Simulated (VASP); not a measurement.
# Be (P6/mmm) in VASP: relaxation of cell and atoms with PBE

Aim: the relaxation of cell and atoms of Be with PBE.

Everything below comes from runs of VASP 6.6.1. Logs are shortened: lines on timing, memory, paths and dates and some standing lists are left out, and cuts for length are marked.

**1. The cell of the first run**

Symmetry: P6/mmm, No. 191, hexagonal system. The conventional cell has a = 2.145 Å, b = 2.145 Å, c = 2.447 Å, α = 90.00°, β = 90.00°, γ = 120.00°. Be (site symmetry 6/mmm) has 8 Be at 2.14 to 2.45 Å within 2.8 Å.

The cell was built from a structure type or drawn by symmetry, and may not be a known phase.

**2. Relaxation of cell and atoms, PBE**

The input, INCAR:

```
PREC     = Accurate       # precision mode
ENCUT    = 600            # plane-wave cutoff, eV
EDIFF    = 1E-7           # SCF threshold, eV
ISMEAR   = 0              # smearing method
SIGMA    = 0.1            # smearing width, eV
LREAL    = F              # projectors in reciprocal space
LASPH    = T              # aspherical terms in the spheres
NELM     = 60             # most SCF steps
ALGO     = Normal         # electronic algorithm
ISIF     = 3              # what is computed and relaxed
LWAVE    = F              # write WAVECAR
LCHARG   = F              # write CHGCAR
GGA      = PE             # functional
IBRION   = 2              # ionic algorithm
NSW      = 100            # ionic steps
EDIFFG   = -0.01          # ionic threshold
```

The input, KPOINTS:

```
Automatic mesh
0
Gamma
  30 30 22
```

The input, POSCAR:

```
Be
1.0
    2.1447660827      0.0000000000      0.0000000000
   -1.0723830413      1.8574219128      0.0000000000
    0.0000000000      0.0000000000      2.4473340652
Be
1
Direct
    0.0000000000      0.0000000000      0.5000000000
```

Potentials or basis: VASP PAW PBE potentials, release 64 (Be).

Command:

```sh
$ cat potpaw_PBE.64/Be/POTCAR > POTCAR
$ mpirun -np 1 vasp_std > vasp.out
```

OUTCAR:

```text
PREC = Accurate
   ENCUT = 600
   EDIFF = 1E-7
   ISMEAR = 0
   LREAL = F
   LASPH = T
   NELM = 60
   ISIF = 3
   GGA = PE
   IBRION = 2
   NSW = 100
   EDIFFG = -0.01

 ion  position               nearest neighbor table
   1  0.000  0.000  0.500-

  LATTYP: Found a hexagonal cell.
 ALAT       =     2.1447660827
 C/A-ratio  =     1.1410727188

  Lattice vectors:

 A1 = (   2.1447660827,   0.0000000000,   0.0000000000)
 A2 = (  -1.0723830413,   1.8574219128,   0.0000000000)
 A3 = (   0.0000000000,   0.0000000000,   2.4473340652)

Analysis of symmetry for initial positions (statically):
=====================================================================
 Subroutine PRICEL returns:
 Original cell was already a primitive cell.

 Routine SETGRP: Setting up the symmetry group for a
 hexagonal supercell.

 Subroutine GETGRP returns: Found 24 space group operations
 (whereof 24 operations were pure point group operations)
 out of a pool of 24 trial point group operations.

The static configuration has the point symmetry D_6h.

Analysis of symmetry for dynamics (positions and initial velocities):
=====================================================================
 Subroutine PRICEL returns:
 Original cell was already a primitive cell.

 Routine SETGRP: Setting up the symmetry group for a
 hexagonal supercell.

 Subroutine GETGRP returns: Found 24 space group operations
 (whereof 24 operations were pure point group operations)
 out of a pool of 24 trial point group operations.

The dynamic configuration has the point symmetry D_6h.

 Subroutine INISYM returns: Found 24 space group operations
 (whereof 24 operations are pure point group operations),
 and found     1 'primitive' translations

----------------------------------------------------------------------------------------

                                     Primitive cell

  volume of cell :       9.7495

  direct lattice vectors                    reciprocal lattice vectors
     2.144766083  0.000000000  0.000000000     0.466251312  0.269190320  0.000000000
    -1.072383041  1.857421913  0.000000000     0.000000000  0.538380641  0.000000000
     0.000000000  0.000000000  2.447334065     0.000000000  0.000000000  0.408607887

  length of vectors
     2.144766083  2.144766083  2.447334065     0.538380641  0.538380641  0.408607887

  position of ions in fractional coordinates (direct lattice)
     0.000000000  0.000000000  0.500000000

  ion indices of the primitive-cell ions
   primitive index   ion index
                 1           1

----------------------------------------------------------------------------------------

 KPOINTS: Automatic mesh

Automatic generation of k-mesh.
 Grid dimensions read from file:
 generate k-points for:   30   30   22

 Generating k-lattice:

  Cartesian coordinates                     Fractional coordinates (reciprocal lattice)
     0.015541710  0.008973011  0.000000000     0.033333333 -0.000000000  0.000000000
     0.000000000  0.017946021  0.000000000     0.000000000  0.033333333  0.000000000
     0.000000000  0.000000000  0.018573086     0.000000000  0.000000000  0.045454545

  Length of vectors
     0.017946021  0.017946021  0.018573086

  Shift w.r.t. Gamma in fractional coordinates (k-lattice)
     0.000000000  0.000000000  0.000000000

 Subroutine IBZKPT returns following result:
 ===========================================

 Found   1092 irreducible k-points:

 Following reciprocal coordinates:
            Coordinates               Weight
  0.000000  0.000000  0.000000      1.000000
  0.033333  0.000000  0.000000      6.000000
  0.066667  0.000000  0.000000      6.000000
  0.100000  0.000000  0.000000      6.000000
  0.133333  0.000000  0.000000      6.000000
  0.166667  0.000000  0.000000      6.000000
[... 16 lines left out ...]
  0.233333  0.033333  0.000000     12.000000
  0.266667  0.033333  0.000000     12.000000
 [... further k-points ...]
   k-points           NKPTS =   1092   k-points in BZ     NKDIM =   1092   number of bands    NBANDS=      5
   number of dos      NEDOS =    301   number of ions     NIONS =      1
   total plane-waves  NPLWV =   6480
   dimension x,y,z NGX =    18 NGY =   18 NGZ =   20
   dimension x,y,z NGXF=    36 NGYF=   36 NGZF=   40
   ions per type =               1
   NGX,Y,Z   is equivalent  to a cutoff of  13.95, 13.95, 13.59 a.u.
   NGXF,Y,Z  is equivalent  to a cutoff of  27.90, 27.90, 27.17 a.u.
 SYSTEM =  unknown system
   PREC   = accura    normal or accurate (medium, high low for compatibility)
   ISTART =      0    job   : 0-new  1-cont  2-samecut
   ICHARG =      2    charge: 1-file 2-atom 10-const
   ISPIN  =      1    spin polarized calculation?
   LNONCOLLINEAR =      F non collinear calculations
   LSORBIT =      F    spin-orbit coupling
   LASPH  =      T    aspherical Exc in radial PAW
   ENCUT  =  600.0 eV  44.10 Ry    6.64 a.u.   4.28  4.28  4.89*2*pi/ulx,y,z
   NELM   =     60;   NELMIN=  2; NELMDL= -5     # of ELM steps
   EDIFF  = 0.1E-06   stopping-criterion for ELM
   LREAL  =      F    real-space projection
   EDIFFG = -.1E-01   stopping-criterion for IOM
   NSW    =    100    number of steps for IOM
   IBRION =      2    ionic relax: 0-MD 1-quasi-New 2-CG
   NFREE  =      1    steps in history (QN), initial steepest desc. (CG)
   ISIF   =      3    stress and relaxation
   ISYM   =      2    0-nonsym 1-usesym 2-fastsym
   POTIM  = 0.5000    time-step for ionic-motion
   TEBEG  =    0.0;   TEEND  =   0.0 temperature during run
   PSTRESS=    0.0 pullay stress
   NELECT =       2.0000    total number of electrons
   NUPDOWN=      -1.0000    fix difference up-down
   EMIN   =  10.00;   EMAX   =-10.00  energy-range for DOS
   EFERMI =   0.00;   METHOD = LEGACY
   ISMEAR =     0;   SIGMA  =   0.10  broadening in eV -4-tet -1-fermi 0-gaus
   EFERMI_NEDOS =   21; number of points for ismear=-14 and -15
   IALGO  =     38    algorithm
   IMIX   =      4    mixing-type and parameters
     AMIX     =   0.40;   BMIX     =  1.00
     AMIX_MAG =   1.60;   BMIX_MAG =  1.00
  volume/ion in A,a.u.               =       9.75        65.79
  Fermi-wavevector in a.u.,A,eV,Ry     =   0.965510  1.824550 12.683489  0.932210
  Thomas-Fermi vector in A             =   2.095233
   LORBIT       =      0    0 simple, 1 ext, 2 COOP (PROOUT), +10 PAW based schemes
   GGA     = PE    functional components
   LHFCALC =     F    Hartree Fock is set to
   AEXX    =    0.0000 exact exchange contribution
   IVDW    =     0    specifies the selected vdW correction
   LEPSILON=     F    determine dielectric tensor
   LRPA    =     F    only Hartree local field effects (RPA)
 conjugate gradient relaxation of ions
 non-spin polarized calculation
 Gauss-broadening in eV      SIGMA  =   0.10
  energy-cutoff  :      600.00
  volume of cell :        9.75
 maximum number of plane-waves:       340
 NGX is ok and might be reduce to    18
   NGX =  9   NGY =  9   NGZ =  9

--------------------------------------- Ionic step        1  -------------------------------------------

 number of electron       2.0000000 magnetization

 Free energy of the ion-electron system (eV)
  ---------------------------------------------------
  ext. energy  EPLUGINS =         0.00000000
  ---------------------------------------------------
  free energy    TOTEN  =        -3.26217157 eV

  energy without entropy =       -3.26105324  energy(sigma->0) =       -3.26161241

------------------------ aborting loop because EDIFF is reached ----------------------------------------

  FORCE on cell =-STRESS in cart. coord.  units (eV):
  Direction    XX          YY          ZZ          XY          YZ          ZX
  --------------------------------------------------------------------------------------
  -------------------------------------------------------------------------------------
  Total       -0.0021412     -0.0021412      0.0279904     -0.0000000     -0.0000000      0.0000000
  in kB       -0.3518721     -0.3518721      4.5997750     -0.0000000     -0.0000000      0.0000000
  external PRESSURE =       1.2986769 kB  Pullay stress =       0.0000000 kB

 VOLUME and BASIS-vectors are now :
 -----------------------------------------------------------------------------
  energy-cutoff  :      600.00
  volume of cell :        9.75
      direct lattice vectors                 reciprocal lattice vectors
     2.144766083  0.000000000  0.000000000     0.466251312  0.269190320  0.000000000
    -1.072383041  1.857421913  0.000000000     0.000000000  0.538380641  0.000000000
     0.000000000  0.000000000  2.447334065     0.000000000  0.000000000  0.408607887
[... 36 lines left out ...]
 POSITION                                       TOTAL-FORCE (eV/Angst)
 -----------------------------------------------------------------------------------
      0.00000     -0.00000      1.22532         0.000000      0.000000      0.000000
 -----------------------------------------------------------------------------------
    total drift:                               -0.000000     -0.000000      0.000000

  FREE ENERGIE OF THE ION-ELECTRON SYSTEM (eV)
  ---------------------------------------------------
  free  energy   TOTEN  =        -3.2622015709 eV

  energy  without entropy=       -3.2610840570  energy(sigma->0) =       -3.26164281

--------------------------------------- Ionic step        3  -------------------------------------------

 number of electron       2.0000000 magnetization

 Free energy of the ion-electron system (eV)
  ---------------------------------------------------
  ext. energy  EPLUGINS =         0.00000000
  ---------------------------------------------------
  free energy    TOTEN  =        -3.26221683 eV

  energy without entropy =       -3.26109504  energy(sigma->0) =       -3.26165593

 E-fermi :   4.5918     XC(G=0):  -9.8366

 val. band max:        4.5745409002   @ k =   0.4000   0.0667   0.5000
 cond. band min:       4.6144772522   @ k =   0.2333   0.1333   0.4545
 fundamental gap:      0.0399363520
 Fermi energy:         4.5918319814

 k-point     1 :       0.0000    0.0000    0.0000
  band No.  band energies     occupation
      1      -4.7761      2.00000
      2      13.0708      0.00000
      3      19.7931      0.00000
      4      25.1905      0.00000
      5      25.1905      0.00000

 k-point     2 :       0.0333    0.0000    0.0000
  band No.  band energies     occupation
      1      -4.7397      2.00000
      2      13.1143      0.00000
      3      19.7482      0.00000
      4      25.0448      0.00000
      5      25.0838      0.00000

 k-point     3 :       0.0667    0.0000    0.0000
  band No.  band energies     occupation
      1      -4.6302      2.00000
      2      13.2446      0.00000
      3      19.6009      0.00000
      4      24.6447      0.00000
      5      24.7584      0.00000
[... 153 lines left out ...]
 k-point    23 :       0.2333    0.0333    0.0000
  band No.  band energies     occupation
      1      -2.7154      2.00000
      2      14.9108      0.00000
      3      15.4854      0.00000
      4      20.4725      0.00000
      5      23.2503      0.00000

 k-point    24 :       0.2667    0.0333    0.0000
  band No.  band energies     occupation
      1      -2.1486      2.00000
      2      13.4794      0.00000
      3      16.1308      0.00000
      4      19.9884      0.00000
      5      23.3561      0.00000

 [... further k-points ...]

------------------------ aborting loop because EDIFF is reached ----------------------------------------

  FORCE on cell =-STRESS in cart. coord.  units (eV):
  Direction    XX          YY          ZZ          XY          YZ          ZX
  --------------------------------------------------------------------------------------
  -------------------------------------------------------------------------------------
  Total        0.0072996      0.0072996      0.0017139      0.0000000      0.0000000      0.0000000
  in kB        1.1963708      1.1963708      0.2808955      0.0000000      0.0000000      0.0000000
  external PRESSURE =       0.8912124 kB  Pullay stress =       0.0000000 kB

 VOLUME and BASIS-vectors are now :
 -----------------------------------------------------------------------------
  energy-cutoff  :      600.00
  volume of cell :        9.78
      direct lattice vectors                 reciprocal lattice vectors
     2.144246989 -0.000000000  0.000000000     0.466364185  0.269255488  0.000000000
    -1.072123494  1.856972364 -0.000000000     0.000000000  0.538510976  0.000000000
     0.000000000 -0.000000000  2.455077098     0.000000000  0.000000000  0.407319184

 POSITION                                       TOTAL-FORCE (eV/Angst)
 -----------------------------------------------------------------------------------
      0.00000     -0.00000      1.22754         0.000000      0.000000      0.000000
 -----------------------------------------------------------------------------------
    total drift:                                0.000000     -0.000000      0.000000

  FREE ENERGIE OF THE ION-ELECTRON SYSTEM (eV)
  ---------------------------------------------------
  free  energy   TOTEN  =        -3.2622168280 eV

  energy  without entropy=       -3.2610950402  energy(sigma->0) =       -3.26165593

 reached required accuracy - stopping structural energy minimisation
```

It took 2.1 min on 1 thread of AMD EPYC 7R13, shared host; peak memory 0.15 GiB.

What came out:

```
Free energy                           : -3.2622 eV
Relaxed volume                        : 9.78 Å³/atom
Relaxed cell                          : a = 2.144 Å, b = 2.144 Å, c = 2.455 Å, α = 90.00°, β = 90.00°, γ = 120.00°
Space group after relaxing (to 0.1 Å) : P6/mmm (No. 191)
Energy gained by relaxing             : 0.0 meV/atom
Ionic steps                           : 3
Pressure after relaxing               : 0.1 GPa
Band gap on the k mesh                : zero (bands 1 and 2 overlap by 7.39 eV)
```

Final structure:
```
CELL_PARAMETERS angstrom
2.14425 0.00000 0.00000
-1.07212 1.85697 0.00000
0.00000 0.00000 2.45508
ATOMIC_POSITIONS crystal
Be 0.00000 0.00000 0.50000
```
